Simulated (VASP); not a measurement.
# Mo3W (Fm-3m) in VASP: further runs, part 2 of 2

VASP 6.6.1. The steps go on from the part before.

**3. Single point, PBE**

This run uses another cell than the first one, of 15.87 Å³/atom, 0.997 times its volume.

Input file INCAR:

```
PREC     = Accurate       # precision mode
ENCUT    = 500            # plane-wave cutoff, eV
EDIFF    = 1E-6           # SCF threshold, eV
ISMEAR   = 0              # smearing method
SIGMA    = 0.1            # smearing width, eV
LREAL    = F              # projectors in reciprocal space
LASPH    = T              # aspherical terms in the spheres
NELM     = 120            # most SCF steps
ALGO     = Normal         # electronic algorithm
ISIF     = 2              # what is computed and relaxed
LWAVE    = F              # write WAVECAR
LCHARG   = F              # write CHGCAR
GGA      = PE             # functional
NBANDS   = 36             # bands
GGA_COMPAT= F
```

Input file KPOINTS:

```
regular mesh
0
Gamma
  6 6 6
```

Input file POSCAR:

```
Mo3W
1.0
    0.0000000000      3.1659940356      3.1659940356
    3.1659940356      0.0000000000      3.1659940356
    3.1659940356      3.1659940356      0.0000000000
Mo W
3 1
Direct
    0.0000000000      0.0000000000      0.0000000000
    0.2500000000      0.2500000000      0.2500000000
    0.7500000000      0.7500000000      0.7500000000
    0.5000000000      0.5000000000      0.5000000000
```

Potentials or basis: VASP PAW PBE potentials, release 64 (Mo_sv, W_sv).

The run is started by

```console
$ cat potpaw_PBE.64/Mo_sv/POTCAR potpaw_PBE.64/W_sv/POTCAR > POTCAR
$ mpirun -np 1 vasp_std > vasp.out
```

OUTCAR:

```text
PREC = Accurate
   ENCUT = 500
   EDIFF = 1E-6
   ISMEAR = 0
   LREAL = F
   LASPH = T
   NELM = 120
   ISIF = 2
   GGA = PE

 ion  position               nearest neighbor table
   1  0.000  0.000  0.000-   3 2.74   3 2.74   3 2.74   2 2.74   2 2.74   2 2.74   3 2.74   2 2.74
                             4 3.17   4 3.17   4 3.17   4 3.17   4 3.17   4 3.17
   2  0.250  0.250  0.250-   1 2.74   1 2.74   1 2.74   4 2.74   4 2.74   4 2.74   4 2.74   1 2.74
                             3 3.17   3 3.17   3 3.17   3 3.17   3 3.17   3 3.17
[... 820 lines left out ...]
  -------------------------------------------------------------------------------------
  Total        0.2059912      0.2059912      0.2059912      0.0000000      0.0000000      0.0000000
  in kB        5.1999475      5.1999475      5.1999475      0.0000000      0.0000000      0.0000000
  external PRESSURE =       5.1999475 kB  Pullay stress =       0.0000000 kB

 VOLUME and BASIS-vectors are now :
 -----------------------------------------------------------------------------
  energy-cutoff  :      500.00
  volume of cell :       63.47
      direct lattice vectors                 reciprocal lattice vectors
     0.000000000  3.165994036  3.165994036    -0.157928282  0.157928282  0.157928282
     3.165994036  0.000000000  3.165994036     0.157928282 -0.157928282  0.157928282
     3.165994036  3.165994036  0.000000000     0.157928282  0.157928282 -0.157928282

 POSITION                                       TOTAL-FORCE (eV/Angst)
 -----------------------------------------------------------------------------------
      0.00000      0.00000      0.00000        -0.000000      0.000000      0.000000
      1.58300      1.58300      1.58300         0.000000      0.000000      0.000000
      4.74899      4.74899      4.74899        -0.000000     -0.000000     -0.000000
      3.16599      3.16599      3.16599        -0.000000      0.000000     -0.000000
 -----------------------------------------------------------------------------------
    total drift:                                0.000000      0.000000      0.000000

  FREE ENERGIE OF THE ION-ELECTRON SYSTEM (eV)
  ---------------------------------------------------
  free  energy   TOTEN  =       -45.7736599666 eV

  energy  without entropy=      -45.7565220143  energy(sigma->0) =      -45.76509099
```

OSZICAR:

```text
N       E                     dE             d eps       ncg     rms          rms(c)
DAV:   1     0.679605060510E+03    0.67961E+03   -0.32471E+04  1152   0.165E+03
DAV:   2    -0.168114474192E+02   -0.69642E+03   -0.68132E+03  1224   0.534E+02
DAV:   3    -0.478289784470E+02   -0.31018E+02   -0.29902E+02  1456   0.108E+02
DAV:   4    -0.484452725858E+02   -0.61629E+00   -0.61296E+00  1368   0.136E+01
DAV:   5    -0.484535641343E+02   -0.82915E-02   -0.82876E-02  1332   0.165E+00    0.320E+01
DAV:   6    -0.461729256409E+02    0.22806E+01   -0.48420E+00  1228   0.148E+01    0.999E+00
DAV:   7    -0.458259013602E+02    0.34702E+00   -0.15033E+00  1312   0.780E+00    0.189E+00
DAV:   8    -0.457859619166E+02    0.39939E-01   -0.29987E-01  1428   0.343E+00    0.143E+00
DAV:   9    -0.457792155535E+02    0.67464E-02   -0.74179E-02  1376   0.174E+00    0.823E-01
DAV:  10    -0.457739117924E+02    0.53038E-02   -0.36030E-02  1348   0.114E+00    0.235E-01
DAV:  11    -0.457736593306E+02    0.25246E-03   -0.22902E-03  1368   0.289E-01    0.834E-02
DAV:  12    -0.457736584678E+02    0.86278E-06   -0.12324E-04  1400   0.722E-02    0.177E-02
DAV:  13    -0.457736604799E+02   -0.20121E-05   -0.70588E-06  1160   0.160E-02    0.441E-03
DAV:  14    -0.457736599666E+02    0.51333E-06   -0.35507E-07   672   0.532E-03
   1 F= -.45773660E+02 E0= -.45765091E+02  d E =-.171380E-01
```

stdout:

```text
POSCAR found type information on POSCAR MoW
 POSCAR found :  2 types and       4 ions
 scaLAPACK will be used
 LDA part: xc-table for (Slater+PW92), standard interpolation
 POSCAR, INCAR and KPOINTS ok, starting setup
 FFT: planning ... GRIDC
 FFT: planning ... GRID_SOFT
 FFT: planning ... GRID
 WAVECAR not read
 entering main loop
```

Wall time 41 s (1 thread of AMD EPYC 9R45 (Zen 5), shared host); peak memory 0.17 GiB.

What came out:

| Property | Result |
| --- | --- |
| Free energy | -45.7737 eV |
| Pressure | 0.5 GPa |
| Band gap on the k mesh | zero (filled and empty bands touch) |

Levels at points of the mesh, in eV from the Fermi level:
| k point | band 26 | band 27 | band 28 | band 29 | band 30 | band 31 |
| --- | --- | --- | --- | --- | --- | --- |
| (0.00, 0.00, 0.00) | -1.41 | -1.41 | -1.41 | 1.60 | 1.60 | 2.32 |
| (0.50, 0.00, 0.00) | -2.89 | -2.86 | -2.86 | 1.52 | 1.52 | 1.91 |
| (0.50, 0.50, 0.00) | -0.76 | -0.63 | -0.63 | 0.76 | 0.94 | 1.24 |

Caveat: spin-orbit coupling is left out, which moves the levels of the heavy elements.

**4. Single point, PBE**

This run uses another cell than the first one, of 34.92 Å³/atom, 2.195 times its volume.

Input file INCAR:

```
SYSTEM = Mo3W
PREC = Accurate ; ENCUT = 500
EDIFF = 1E-6 ; ISMEAR = 0
SIGMA = 0.1 ; LREAL = .False.
LASPH = .True. ; NELM = 120
ALGO = Normal ; ISIF = 2
LWAVE = .False. ; LCHARG = .False.
GGA = PE ; NBANDS = 36
GGA_COMPAT = .False.
```

Input file KPOINTS:

```
Automatic mesh
0
Gamma
  4 4 4
  0 0 0
```

Input file POSCAR:

```
Mo3W
1.0
    0.0000000000      4.1182184600      4.1182184600
    4.1182184600      0.0000000000      4.1182184600
    4.1182184600      4.1182184600      0.0000000000
Mo W
3 1
Direct
    0.0000000000      0.0000000000      0.0000000000
    0.2500000000      0.2500000000      0.2500000000
    0.7500000000      0.7500000000      0.7500000000
    0.5000000000      0.5000000000      0.5000000000
```

The run is started by

```console
$ cat potpaw_PBE.64/Mo_sv/POTCAR potpaw_PBE.64/W_sv/POTCAR > POTCAR
$ mpirun -np 1 vasp_std > vasp.out
```

Run time: 46 s. Hardware: 1 thread of AMD EPYC 9R45 (Zen 5), shared host; peak memory 0.22 GiB.

The run converged. Its results:

```
Free energy            : -28.2877 eV
Pressure               : -34.1 GPa
Band gap on the k mesh : 0.19 eV, indirect (least direct gap 0.32 eV)
```

Levels at points of the mesh, in eV from the valence-band top:
```tsv
k point	band 24	band 25	band 26	band 27	band 28	band 29	band 30	band 31	band 32	band 33
(0.00, 0.00, 0.00)	-0.88	-0.88	-0.37	-0.37	-0.37	0.64	0.64	0.76	0.76	0.94
(0.50, 0.00, 0.00)	-0.87	-0.80	-0.80	-0.79	-0.79	0.59	0.59	0.73	0.73	0.74
(0.50, 0.50, 0.00)	-0.51	-0.12	-0.12	-0.07	-0.07	0.36	0.42	0.53	0.60	0.74
```

Caveat: spin-orbit coupling is left out, which moves the levels of the heavy elements. A k mesh can miss the band edges.

**5. Relaxation of cell and atoms, PBE**

Input file INCAR:

```
SYSTEM = Mo3W
ALGO = Normal
EDIFF = 1E-7
EDIFFG = -0.04
ENCUT = 500
GGA = PE
GGA_COMPAT = .False.
IBRION = 2
ISIF = 3
ISMEAR = 0
LASPH = .True.
LCHARG = .False.
LREAL = .False.
LWAVE = .False.
NELM = 120
NELMIN = 4
NSW = 90
PREC = Accurate
SIGMA = 0.1
```

Input file KPOINTS:

```
k-points
0
Gamma
  6 6 6
  0 0 0
```

Input file POSCAR:

```
Mo3W
1.0
    0.0000000000      3.1689862340      3.1689862340
    3.1689862340      0.0000000000      3.1689862340
    3.1689862340      3.1689862340      0.0000000000
Mo W
3 1
Direct
    0.0000000000      0.0000000000      0.0000000000
    0.2500000000      0.2500000000      0.2500000000
    0.7500000000      0.7500000000      0.7500000000
    0.5000000000      0.5000000000      0.5000000000
```

The run is started by

```console
$ cat potpaw_PBE.64/Mo_sv/POTCAR potpaw_PBE.64/W_sv/POTCAR > POTCAR
$ mpirun -np 1 vasp_std > vasp.out
```

Run time: 41 s. Hardware: 1 thread of AMD EPYC 9R45 (Zen 5), shared host; peak memory 0.17 GiB.

The run converged. Its results:

```yaml
Free_energy: -45.7739 eV
Pressure_after_relaxing: -0.2 GPa
Band_gap_on_the_k_mesh: zero (filled and empty bands touch)
```

Final structure:
```xyz
4
Lattice="0.0000 3.1690 3.1690 3.1690 0.0000 3.1690 3.1690 3.1690 0.0000" Properties=species:S:1:pos:R:3 pbc="T T T"
Mo    0.0000    0.0000    0.0000
Mo    1.5845    1.5845    1.5845
Mo    4.7535    4.7535    4.7535
W     3.1690    3.1690    3.1690
```

Levels at points of the mesh, in eV from the Fermi level:
| k point | band 24 | band 25 | band 26 | band 27 | band 28 | band 29 | band 30 | band 31 | band 32 | band 33 |
| --- | --- | --- | --- | --- | --- | --- | --- | --- | --- | --- |
| (0.00, 0.00, 0.00) | -2.73 | -2.73 | -1.40 | -1.40 | -1.40 | 1.60 | 1.60 | 2.31 | 2.31 | 2.79 |
| (0.50, 0.00, 0.00) | -2.95 | -2.88 | -2.88 | -2.84 | -2.84 | 1.51 | 1.51 | 1.91 | 1.91 | 2.05 |
| (0.50, 0.50, 0.00) | -2.71 | -0.75 | -0.75 | -0.62 | -0.62 | 0.76 | 0.94 | 1.24 | 1.24 | 1.59 |

Caveat: the relaxation stopped at its first step, so nothing moved; spin-orbit coupling is left out, which moves the levels of the heavy elements.

**6. Summary**

```tsv
task	cell	k mesh	gap on the mesh (eV)	pressure (GPa)
single point	a = 4.482 Å, angles 60.0°, 4 atoms	4 × 4 × 4	0.29	0.4
single point	a = 4.477 Å, angles 60.0°, 4 atoms	6 × 6 × 6	none	0.5
single point	a = 5.824 Å, angles 60.0°, 4 atoms	4 × 4 × 4	0.19	-34.1
relaxation of cell and atoms	relaxed from a = 4.482 Å, angles 60.0°, 4 atoms	6 × 6 × 6	none	-0.2
```

Alike in all rows: level PBE; potentials or basis VASP PAW PBE potentials, release 64 (Mo_sv, W_sv); no spin polarisation; cutoff (eV) 500; smearing gaussian 0.1 eV.

Caveats: some runs use coarse meshes; spin-orbit coupling is left out, which moves the levels of the heavy elements; the relaxation stopped at its first step, so nothing moved (some runs).

Absolute energies hang on the potentials; compare differences alone.
